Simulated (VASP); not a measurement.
# Ru (P6_3/mmc) in VASP: a series of runs

The runs below take Ru through single point, with PBE, revPBE, r2SCAN.

All numbers are computed with VASP 6.6.1; they aren't measurements. Logs are shortened: lines on timing, memory, paths and dates and some standing lists are left out, and cuts for length are marked.

## 1. The cell of the first run

The structure is hexagonal, space group P6_3/mmc (No. 194). The conventional cell has a = 2.706 Å, b = 2.706 Å, c = 4.282 Å, α = 90.00°, β = 90.00°, γ = 120.00°. Ru (site symmetry -6m2) has 12 Ru at 2.65 to 2.71 Å within 3.5 Å.

## 2. Single point, PBE

Contents of INCAR:

```
PREC = Accurate
ENCUT = 520
EDIFF = 1E-7
ISMEAR = 0
SIGMA = 0.024
LREAL = F
LASPH = T
NELM = 60
ALGO = Normal
ISIF = 2
LWAVE = F
LCHARG = F
GGA = PE
NBANDS = 21
```

Contents of KPOINTS:

```
Automatic mesh
0
Gamma
  11 11 6
```

Contents of POSCAR:

```
Ru
1.0
    2.7058000000      0.0000000000      0.0000000000
   -1.3529000000      2.3432915376      0.0000000000
    0.0000000000      0.0000000000      4.2819000000
Ru
2
Direct
    0.6666666667      0.3333333333      0.7500000000
    0.3333333333      0.6666666667      0.2500000000
```

Potentials or basis: VASP PAW PBE potentials, release 64 (Ru_pv).

On the command line:

```bash
$ cat potpaw_PBE.64/Ru_pv/POTCAR > POTCAR
$ mpirun -np 1 vasp_std > vasp.out
```

OUTCAR:

```text
PREC = Accurate
   ENCUT = 520
   EDIFF = 1E-7
   ISMEAR = 0
   LREAL = F
   LASPH = T
   NELM = 60
   ISIF = 2
   GGA = PE

 ion  position               nearest neighbor table
   1  0.667  0.333  0.750-   2 2.65   2 2.65   2 2.65   2 2.65   2 2.65   2 2.65
   2  0.333  0.667  0.250-   1 2.65   1 2.65   1 2.65   1 2.65   1 2.65   1 2.65

  LATTYP: Found a hexagonal cell.
 ALAT       =     2.7058000000
 C/A-ratio  =     1.5824894671

  Lattice vectors:

 A1 = (   2.7058000000,   0.0000000000,   0.0000000000)
 A2 = (  -1.3529000000,   2.3432915376,   0.0000000000)
 A3 = (   0.0000000000,   0.0000000000,   4.2819000000)

Analysis of symmetry for initial positions (statically):
=====================================================================
 Subroutine PRICEL returns:
 Original cell was already a primitive cell.

 Routine SETGRP: Setting up the symmetry group for a
 hexagonal supercell.

 Subroutine GETGRP returns: Found 24 space group operations
 (whereof 12 operations were pure point group operations)
 out of a pool of 24 trial point group operations.

The static configuration has the point symmetry D_3d.
 The point group associated with its full space group is D_6h.

Analysis of symmetry for dynamics (positions and initial velocities):
=====================================================================
 Subroutine PRICEL returns:
 Original cell was already a primitive cell.

 Routine SETGRP: Setting up the symmetry group for a
 hexagonal supercell.

 Subroutine GETGRP returns: Found 24 space group operations
 (whereof 12 operations were pure point group operations)
 out of a pool of 24 trial point group operations.

The dynamic configuration has the point symmetry D_3d.
 The point group associated with its full space group is D_6h.

 Subroutine INISYM returns: Found 24 space group operations
 (whereof 12 operations are pure point group operations),
 and found     1 'primitive' translations

----------------------------------------------------------------------------------------

                                     Primitive cell

  volume of cell :      27.1493

  direct lattice vectors                    reciprocal lattice vectors
     2.705800000  0.000000000  0.000000000     0.369576465  0.213375072  0.000000000
    -1.352900000  2.343291538  0.000000000     0.000000000  0.426750144  0.000000000
     0.000000000  0.000000000  4.281900000     0.000000000  0.000000000  0.233541185

  length of vectors
     2.705800000  2.705800000  4.281900000     0.426750144  0.426750144  0.233541185

  position of ions in fractional coordinates (direct lattice)
     0.666666667  0.333333333  0.750000000
     0.333333333  0.666666667  0.250000000

  ion indices of the primitive-cell ions
   primitive index   ion index
                 1           1
                 2           2

----------------------------------------------------------------------------------------

 KPOINTS: Automatic mesh

Automatic generation of k-mesh.
 Grid dimensions read from file:
 generate k-points for:   11   11    6

 Generating k-lattice:

  Cartesian coordinates                     Fractional coordinates (reciprocal lattice)
     0.033597860  0.019397734  0.000000000     0.090909091  0.000000000  0.000000000
     0.000000000  0.038795468  0.000000000     0.000000000  0.090909091  0.000000000
     0.000000000  0.000000000  0.038923531     0.000000000  0.000000000  0.166666667

  Length of vectors
     0.038795468  0.038795468  0.038923531

  Shift w.r.t. Gamma in fractional coordinates (k-lattice)
     0.000000000  0.000000000  0.000000000

 Subroutine IBZKPT returns following result:
 ===========================================

 Found     64 irreducible k-points:

 Following reciprocal coordinates:
            Coordinates               Weight
  0.000000  0.000000  0.000000      1.000000
  0.090909  0.000000  0.000000      6.000000
  0.181818  0.000000  0.000000      6.000000
  0.272727  0.000000  0.000000      6.000000
  0.363636  0.000000  0.000000      6.000000
  0.454545  0.000000  0.000000      6.000000
[... 16 lines left out ...]
  0.090909  0.090909  0.166667     12.000000
  0.181818  0.090909  0.166667     24.000000
 [... further k-points ...]
   k-points           NKPTS =     64   k-points in BZ     NKDIM =     64   number of bands    NBANDS=     21
   number of dos      NEDOS =    301   number of ions     NIONS =      2
   total plane-waves  NPLWV =  12800
   dimension x,y,z NGX =    20 NGY =   20 NGZ =   32
   dimension x,y,z NGXF=    40 NGYF=   40 NGZF=   64
   ions per type =               2
   NGX,Y,Z   is equivalent  to a cutoff of  12.29, 12.29, 12.42 a.u.
   NGXF,Y,Z  is equivalent  to a cutoff of  24.58, 24.58, 24.85 a.u.
 SYSTEM =  unknown system
   PREC   = accura    normal or accurate (medium, high low for compatibility)
   ISTART =      0    job   : 0-new  1-cont  2-samecut
   ICHARG =      2    charge: 1-file 2-atom 10-const
   ISPIN  =      1    spin polarized calculation?
   LNONCOLLINEAR =      F non collinear calculations
   LSORBIT =      F    spin-orbit coupling
   LASPH  =      T    aspherical Exc in radial PAW
   ENCUT  =  520.0 eV  38.22 Ry    6.18 a.u.   5.03  5.03  7.96*2*pi/ulx,y,z
   NELM   =     60;   NELMIN=  2; NELMDL= -5     # of ELM steps
   EDIFF  = 0.1E-06   stopping-criterion for ELM
   LREAL  =      F    real-space projection
   EDIFFG = 0.1E-05   stopping-criterion for IOM
   NSW    =      0    number of steps for IOM
   IBRION =     -1    ionic relax: 0-MD 1-quasi-New 2-CG
   NFREE  =      0    steps in history (QN), initial steepest desc. (CG)
   ISIF   =      2    stress and relaxation
   ISYM   =      2    0-nonsym 1-usesym 2-fastsym
   POTIM  = 0.5000    time-step for ionic-motion
   TEBEG  =    0.0;   TEEND  =   0.0 temperature during run
   PSTRESS=    0.0 pullay stress
   NELECT =      28.0000    total number of electrons
   NUPDOWN=      -1.0000    fix difference up-down
   EMIN   =  10.00;   EMAX   =-10.00  energy-range for DOS
   EFERMI =   0.00;   METHOD = LEGACY
   ISMEAR =     0;   SIGMA  =   0.02  broadening in eV -4-tet -1-fermi 0-gaus
   EFERMI_NEDOS =   21; number of points for ismear=-14 and -15
   IALGO  =     38    algorithm
   IMIX   =      4    mixing-type and parameters
     AMIX     =   0.40;   BMIX     =  1.00
     AMIX_MAG =   1.60;   BMIX_MAG =  1.00
  volume/ion in A,a.u.               =      13.57        91.61
  Fermi-wavevector in a.u.,A,eV,Ry     =   1.654022  3.125649 37.222674  2.735789
  Thomas-Fermi vector in A             =   2.742361
   LORBIT       =      0    0 simple, 1 ext, 2 COOP (PROOUT), +10 PAW based schemes
   GGA     = PE    functional components
   LHFCALC =     F    Hartree Fock is set to
   AEXX    =    0.0000 exact exchange contribution
   IVDW    =     0    specifies the selected vdW correction
   LEPSILON=     F    determine dielectric tensor
   LRPA    =     F    only Hartree local field effects (RPA)
 non-spin polarized calculation
 Gauss-broadening in eV      SIGMA  =   0.02
  energy-cutoff  :      520.00
  volume of cell :       27.15
 maximum number of plane-waves:       744
 NGX is ok and might be reduce to    20
   NGX =  9   NGY =  9   NGZ = 15

 number of electron      28.0000008 magnetization

 Free energy of the ion-electron system (eV)
  ---------------------------------------------------
  ext. energy  EPLUGINS =         0.00000000
  ---------------------------------------------------
  free energy    TOTEN  =       -18.45091951 eV

  energy without entropy =      -18.44961888  energy(sigma->0) =      -18.45026919

 E-fermi :  12.7885     XC(G=0): -14.1203

 val. band max:       12.7587373054   @ k =   0.2727   0.0000   0.0000
 cond. band min:      12.7942537769   @ k =   0.2727   0.1818   0.1667
 fundamental gap:      0.0355164715
 Fermi energy:        12.7885100036

 k-point     1 :       0.0000    0.0000    0.0000
  band No.  band energies     occupation
      1     -30.8037      2.00000
      2     -29.8692      2.00000
      3     -29.8692      2.00000
      4     -29.6990      2.00000
      5     -29.6990      2.00000
      6     -29.6595      2.00000
[... 13 lines left out ...]
     20      23.2705      0.00000
     21      23.2993      0.00000

 k-point     2 :       0.0909    0.0000    0.0000
  band No.  band energies     occupation
      1     -30.7756      2.00000
      2     -29.9286      2.00000
      3     -29.8892      2.00000
      4     -29.7609      2.00000
      5     -29.7072      2.00000
      6     -29.6726      2.00000
[... 13 lines left out ...]
     20      23.2705      0.00000
     21      23.2922      0.00000

 k-point     3 :       0.1818    0.0000    0.0000
  band No.  band energies     occupation
      1     -30.6960      2.00000
      2     -30.0879      2.00000
      3     -29.9409      2.00000
      4     -29.9229      2.00000
      5     -29.7308      2.00000
      6     -29.7120      2.00000
[... 13 lines left out ...]
     20      23.2704      0.00000
     21      23.2818      0.00000

 k-point     4 :       0.2727    0.0000    0.0000
  band No.  band energies     occupation
      1     -30.5781      2.00000
      2     -30.2966      2.00000
      3     -30.1269      2.00000
      4     -30.0056      2.00000
      5     -29.7769      2.00000
      6     -29.7640      2.00000
[... 13 lines left out ...]
     20      23.2703      0.00000
     21      23.2761      0.00000

 k-point     5 :       0.3636    0.0000    0.0000
  band No.  band energies     occupation
      1     -30.4878      2.00000
      2     -30.4449      2.00000
      3     -30.3072      2.00000
      4     -30.0629      2.00000
      5     -29.8611      2.00000
      6     -29.7961      2.00000
[... 13 lines left out ...]
     20      23.2643      0.00000
     21      23.2704      0.00000

 k-point     6 :       0.4545    0.0000    0.0000
  band No.  band energies     occupation
      1     -30.6011      2.00000
      2     -30.4114      2.00000
      3     -30.3393      2.00000
      4     -30.0961      2.00000
      5     -29.9375      2.00000
      6     -29.8156      2.00000
[... 13 lines left out ...]
     20      23.2698      0.00000
     21      23.8013      0.00000

 k-point     7 :       0.0909    0.0909    0.0000
  band No.  band energies     occupation
      1     -30.7218      2.00000
      2     -30.0250      2.00000
      3     -29.9557      2.00000
      4     -29.8459      2.00000
      5     -29.7323      2.00000
      6     -29.6989      2.00000
[... 13 lines left out ...]
     20      23.2704      0.00000
     21      23.2843      0.00000
[... 291 lines left out ...]
      1     -30.5756      2.00000
      2     -30.2484      2.00000
      3     -30.1688      2.00000
      4     -29.9897      2.00000
      5     -29.7865      2.00000
      6     -29.7805      2.00000
[... 13 lines left out ...]
     20      23.2703      0.00000
     21      24.5956      0.00000

 k-point    21 :       0.3636    0.0000    0.1667
  band No.  band energies     occupation
      1     -30.5868      2.00000
      2     -30.3839      2.00000
      3     -30.2758      2.00000
      4     -30.0453      2.00000
      5     -29.8524      2.00000
      6     -29.8143      2.00000
[... 13 lines left out ...]
     20      23.2702      0.00000
     21      23.9466      0.00000

 k-point    22 :       0.4545    0.0000    0.1667
  band No.  band energies     occupation
      1     -30.6585      2.00000
      2     -30.4761      2.00000
      3     -30.2386      2.00000
      4     -30.0777      2.00000
      5     -29.9123      2.00000
      6     -29.8348      2.00000
[... 13 lines left out ...]
     20      23.2695      0.00000
     21      23.4169      0.00000

 k-point    23 :       0.0909    0.0909    0.1667
  band No.  band energies     occupation
      1     -30.6654      2.00000
      2     -30.0050      2.00000
      3     -29.9605      2.00000
      4     -29.8838      2.00000
      5     -29.7458      2.00000
      6     -29.7246      2.00000
[... 13 lines left out ...]
     20      23.2704      0.00000
     21      24.4509      0.00000

 k-point    24 :       0.1818    0.0909    0.1667
  band No.  band energies     occupation
      1     -30.5957      2.00000
      2     -30.1648      2.00000
      3     -30.1165      2.00000
      4     -29.9614      2.00000
      5     -29.7913      2.00000
      6     -29.7592      2.00000
[... 13 lines left out ...]
     20      23.2704      0.00000
     21      24.5733      0.00000

 [... further k-points ...]

------------------------ aborting loop because EDIFF is reached ----------------------------------------

  FORCE on cell =-STRESS in cart. coord.  units (eV):
  Direction    XX          YY          ZZ          XY          YZ          ZX
  --------------------------------------------------------------------------------------
  -------------------------------------------------------------------------------------
  Total        0.7583273      0.7583273      0.7355087      0.0000000      0.0000000      0.0000000
  in kB       44.7516172     44.7516172     43.4050088      0.0000000      0.0000000      0.0000000
  external PRESSURE =      44.3027477 kB  Pullay stress =       0.0000000 kB

 VOLUME and BASIS-vectors are now :
 -----------------------------------------------------------------------------
  energy-cutoff  :      520.00
  volume of cell :       27.15
      direct lattice vectors                 reciprocal lattice vectors
     2.705800000  0.000000000  0.000000000     0.369576465  0.213375072  0.000000000
    -1.352900000  2.343291538  0.000000000     0.000000000  0.426750144  0.000000000
     0.000000000  0.000000000  4.281900000     0.000000000  0.000000000  0.233541185

 POSITION                                       TOTAL-FORCE (eV/Angst)
 -----------------------------------------------------------------------------------
      1.35290      0.78110      3.21143         0.000000      0.000000      0.000000
     -0.00000      1.56219      1.07048        -0.000000      0.000000      0.000000
 -----------------------------------------------------------------------------------
    total drift:                               -0.000000      0.000000     -0.000000

  FREE ENERGIE OF THE ION-ELECTRON SYSTEM (eV)
  ---------------------------------------------------
  free  energy   TOTEN  =       -18.4509195055 eV

  energy  without entropy=      -18.4496188750  energy(sigma->0) =      -18.45026919
```

Wall time 24 s (1 thread of Intel Xeon 8259CL, shared host); peak memory 0.15 GiB.

Results:

```yaml
Free_energy: -18.4509 eV
Pressure: 4.4 GPa
Band_gap_on_the_k_mesh: zero (bands 14 and 15 overlap by 3.07 eV)
```

Caveat: the cell stands under pressure.

(Part 1 of 2 ends here.)
